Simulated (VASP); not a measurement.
# Mg (P6_3/mmc) in VASP: further runs, part 2 of 2

VASP 6.6.1. Earlier steps stand in the parts before.

### 4 Relaxation of cell and atoms, LDA, target pressure 1e-06 GPa, at which the enthalpy is minimised

This run uses another cell than the first one, of 17.66 Å³/atom, 1.179 times its volume.

Input file INCAR:

```
SYSTEM = Mg
  PREC = Accurate
  ENCUT = 600
  EDIFF = 1E-7
  ISMEAR = 0
  SIGMA = 0.1
  LREAL = .FALSE.
  LASPH = .TRUE.
  NELM = 60
  ALGO = Normal
  ISIF = 3
  LWAVE = .FALSE.
  LCHARG = .FALSE.
  IBRION = 2
  NSW = 70
  EDIFFG = -0.004
  PSTRESS = 9.999999999999999e-06
```

Input file KPOINTS:

```
Automatic mesh
0
G
  18 18 10
  0 0 0
```

Input file POSCAR:

```
Mg
1.0
    2.9335366567      0.0000000000      0.0000000000
   -1.4667683284      2.5405172676      0.0000000000
    0.0000000000      0.0000000000      4.7384246249
Mg
2
Direct
    0.3333333333      0.6666666667      0.2500000000
    0.6666666667      0.3333333333      0.7500000000
```

Run with:

```console
> cat potpaw_LDA.64/Mg/POTCAR > POTCAR
> mpirun -np 1 vasp_std > vasp.out
```

Wall time 2.4 min (1 thread of AMD EPYC 9R14 (Zen 4), shared host); peak memory 0.16 GiB.

It converged, with:

* Free energy: -3.6229 eV
* Relaxed volume: 21.43 Å³/atom
* Relaxed cell: a = 3.128 Å, b = 3.128 Å, c = 5.059 Å, α = 90.00°, β = 90.00°, γ = 120.00°
* Space group after relaxing (to 0.05 Å): P6_3/mmc (No. 194)
* Energy change on relaxing (the enthalpy is what falls): -117.3 meV/atom
* Ionic steps: 10
* Pressure after relaxing: 0.0 GPa
* Band gap on the k mesh: zero (band 2 reaches 3.85 eV, above the bottom of band 3 at 1.60 eV)

The path:
```
step  energy change (eV)  largest force (eV/Å)  pressure (GPa)  volume (Å³)
   1              0.0000                0.0000           11.71        35.31
   2             -0.2338                0.0000            0.53        42.33
   3             -0.2346                0.0000           -0.06        42.93
   4             -0.2346                0.0000            0.09        42.76
   5             -0.2346                0.0000            0.09        42.76
   6             -0.2346                0.0000            0.09        42.77
   7             -0.2346                0.0000            0.08        42.78
   8             -0.2346                0.0000            0.04        42.82
   9             -0.2346                0.0000           -0.03        42.89
  10             -0.2346                0.0000            0.00        42.86
```

Final structure:
```
Mg
1.0
     3.12780    0.00000    0.00000
    -1.56390    2.70876    0.00000
     0.00000    0.00000    5.05918
Mg
2
Direct
  0.33333 0.66667 0.25000
  0.66667 0.33333 0.75000
```

Levels at points of the mesh, in eV from the Fermi level:
| k point | band 1 | band 2 | band 3 | band 4 | band 5 |
| --- | --- | --- | --- | --- | --- |
| (0.00, 0.00, 0.00) | -7.21 | -1.73 | -1.22 | 11.27 | 11.27 |
| (0.50, 0.00, 0.00) | -2.24 | -2.21 | 2.77 | 3.11 | 3.47 |
| (0.00, 0.00, 0.50) | -5.75 | -5.75 | 5.29 | 5.29 | 12.02 |
| (0.50, 0.00, 0.50) | -1.14 | -1.14 | -0.44 | -0.44 | 8.29 |

Caveat: the cell is relaxed towards a set pressure, so the enthalpy falls and the energy may rise; the volume moved by over 15 % at a fixed basis, so the end points are rough.

### 5 Relaxation of cell and atoms, LDA, target pressure 1e-06 GPa, at which the enthalpy is minimised

This run uses another cell than the first one, of 21.61 Å³/atom, 1.442 times its volume.

Input file INCAR:

```
  PREC = Accurate
  ENCUT = 600
  EDIFF = 1E-6
  ISMEAR = 0
  SIGMA = 0.1
  LREAL = F
  LASPH = T
  NELM = 60
  ALGO = Normal
  ISIF = 3
  LWAVE = F
  LCHARG = F
  IBRION = 2
  NSW = 70
  EDIFFG = -0.004
  PSTRESS = 9.999999999999999e-06
```

Input file KPOINTS:

```
Automatic mesh
0
Gamma
  18 18 10
```

Input file POSCAR:

```
Mg
1.0
    3.1363601360      0.0000000000      0.0000000000
   -1.5681800680      2.7161675532      0.0000000000
    0.0000000000      0.0000000000      5.0729852018
Mg
2
Direct
    0.3333333333      0.6666666667      0.2500000000
    0.6666666667      0.3333333333      0.7500000000
```

Potentials or basis: VASP PAW LDA potentials, release 64 (Mg).

Run with:

```console
> cat potpaw_LDA.64/Mg/POTCAR > POTCAR
> mpirun -np 1 vasp_std > vasp.out
```

OUTCAR:

```text
PREC = Accurate
   ENCUT = 600
   EDIFF = 1E-6
   ISMEAR = 0
   LREAL = F
   LASPH = T
   NELM = 60
   ISIF = 3
   IBRION = 2
   NSW = 70
   EDIFFG = -0.004
   PSTRESS = 9.999999999999999e-06

 ion  position               nearest neighbor table
   1  0.333  0.667  0.250-   2 3.12   2 3.12   2 3.12   2 3.12   2 3.12   2 3.12
   2  0.667  0.333  0.750-   1 3.12   1 3.12   1 3.12   1 3.12   1 3.12   1 3.12

  LATTYP: Found a hexagonal cell.
 ALAT       =     3.1363601360
 C/A-ratio  =     1.6174753478

  Lattice vectors:

 A1 = (   3.1363601360,   0.0000000000,   0.0000000000)
 A2 = (  -1.5681800680,   2.7161675532,   0.0000000000)
[... 255 lines left out ...]

 number of electron       4.0000000 magnetization

 Free energy of the ion-electron system (eV)
  ---------------------------------------------------
  ext. energy  EPLUGINS =         0.00000000
  ---------------------------------------------------
  free energy    TOTEN  =        -3.62297955 eV

  energy without entropy =       -3.61885003  energy(sigma->0) =       -3.62091479

 E-fermi :   2.8229     XC(G=0):  -8.9039

 val. band max:        2.8092897870   @ k =   0.2778   0.2222   0.2000
 cond. band min:       2.8387968231   @ k =   0.2222   0.0556   0.0000
 fundamental gap:      0.0295070361
 Fermi energy:         2.8228523323

 k-point     1 :       0.0000    0.0000    0.0000
  band No.  band energies     occupation
      1      -4.3842      2.00000
      2       1.0913      2.00000
      3       1.5992      2.00000
      4      14.0912      0.00000
      5      14.0913      0.00000
      6      14.2679      0.00000
[... 199 lines left out ...]
 k-point    24 :       0.3889    0.1111    0.0000
  band No.  band energies     occupation
      1      -0.2365      2.00000
      2       1.8895      2.00000
      3       4.9397      0.00000
      4       5.6069      0.00000
      5       6.9526      0.00000
      6       7.0528      0.00000

 [... further k-points ...]
[... 5 lines left out ...]
  --------------------------------------------------------------------------------------
  -------------------------------------------------------------------------------------
  Total        0.0000424      0.0000424     -0.0010758      0.0000000      0.0000000      0.0000000
  in kB        0.0015831      0.0015831     -0.0402140      0.0000000      0.0000000      0.0000000
  external PRESSURE =      -0.0123593 kB  Pullay stress =       0.0000100 kB
[... 21 lines left out ...]
  energy  without entropy=       -3.6188500344  energy(sigma->0) =       -3.62091479

  enthalpy is  TOTEN    =        -3.6229792809 eV   P V=        0.0000002675

 reached required accuracy - stopping structural energy minimisation
```

OSZICAR:

```text
N       E                     dE             d eps       ncg     rms          rms(c)
DAV:   1    -0.308806679569E+00   -0.30881E+00   -0.14041E+03  2664   0.527E+02
DAV:   2    -0.361625432658E+01   -0.33074E+01   -0.31237E+01  3588   0.314E+01
DAV:   3    -0.364352205674E+01   -0.27268E-01   -0.26879E-01  3798   0.346E+00
[... 12 lines left out ...]
DAV:   4    -0.362296272714E+01    0.10439E-07   -0.10926E-08  1656   0.839E-04
   2 F= -.36229625E+01 E0= -.36208924E+01  d E =-.348870E-03
       N       E                     dE             d eps       ncg     rms          rms(c)
DAV:   1    -0.362297982712E+01   -0.17090E-04   -0.11646E-04  3420   0.707E-02    0.346E-03
DAV:   2    -0.362297954844E+01    0.27868E-06   -0.36691E-07  2820   0.515E-03
   3 F= -.36229793E+01 E0= -.36209145E+01  d E =-.365692E-03
```

Wall time 78 s (1 thread of AMD EPYC 9R14 (Zen 4), shared host); peak memory 0.19 GiB.

What came out:

| Item | Value |
| --- | --- |
| Free energy | -3.6230 eV |
| Relaxed volume | 21.43 Å³/atom |
| Relaxed cell | a = 3.128 Å, b = 3.128 Å, c = 5.059 Å, α = 90.00°, β = 90.00°, γ = 120.00° |
| Space group after relaxing (to 0.05 Å) | P6_3/mmc (No. 194) |
| Energy change on relaxing (the enthalpy is what falls) | -0.2 meV/atom |
| Ionic steps | 3 |
| Pressure after relaxing | 0.0 GPa |
| Band gap on the k mesh | zero (band 2 reaches 3.85 eV, above the bottom of band 3 at 1.60 eV) |

Step by step:
| step | energy change (eV) | largest force (eV/Å) | pressure (GPa) | volume (Å³) |
| --- | --- | --- | --- | --- |
| 1 | 0.0000 | 0.0000 | -0.33 | 43.22 |
| 2 | -0.0003 | 0.0000 | -0.07 | 42.94 |
| 3 | -0.0004 | 0.0000 | 0.00 | 42.86 |

Final structure:
```cif
data_structure
_symmetry_space_group_name_H-M 'P 1'
_symmetry_Int_Tables_number 1
_cell_length_a 3.1278
_cell_length_b 3.1278
_cell_length_c 5.0591
_cell_angle_alpha 90.000
_cell_angle_beta 90.000
_cell_angle_gamma 120.000
_cell_volume 42.86
loop_
_atom_site_label
_atom_site_type_symbol
_atom_site_fract_x
_atom_site_fract_y
_atom_site_fract_z
_atom_site_occupancy
Mg1 Mg 0.33333 0.66667 0.25000 1
Mg2 Mg 0.66667 0.33333 0.75000 1
```

Caveat: the cell is relaxed towards a set pressure, so the enthalpy falls and the energy may rise. LDA usually gives volumes a few per cent too small.

### 6 The runs side by side

```csv
cell,gap on the mesh (eV),pressure (GPa)
"relaxed to 12 GPa from a = 2.778, b = 2.778, c = 4.484 Å, angles 90.0, 90.0, 120.0°, 2 atoms",none,12.0
"relaxed to 12 GPa from a = 2.934, b = 2.934, c = 4.738 Å, angles 90.0, 90.0, 120.0°, 2 atoms",none,12.0
"relaxed to 1e-06 GPa from a = 2.934, b = 2.934, c = 4.738 Å, angles 90.0, 90.0, 120.0°, 2 atoms",none,0.0
"relaxed to 1e-06 GPa from a = 3.136, b = 3.136, c = 5.073 Å, angles 90.0, 90.0, 120.0°, 2 atoms",none,0.0
```

Alike in all rows: task relaxation of cell and atoms; level LDA; potentials or basis VASP PAW LDA potentials, release 64 (Mg); no spin polarisation; k mesh 18 × 18 × 10; cutoff (eV) 600; smearing gaussian 0.1 eV.

Caveats: the cell is relaxed towards a set pressure, so the enthalpy falls and the energy may rise; the volume moved by over 15 % at a fixed basis, so the end points are rough (some runs).

Absolute energies hang on the potentials; compare differences alone.
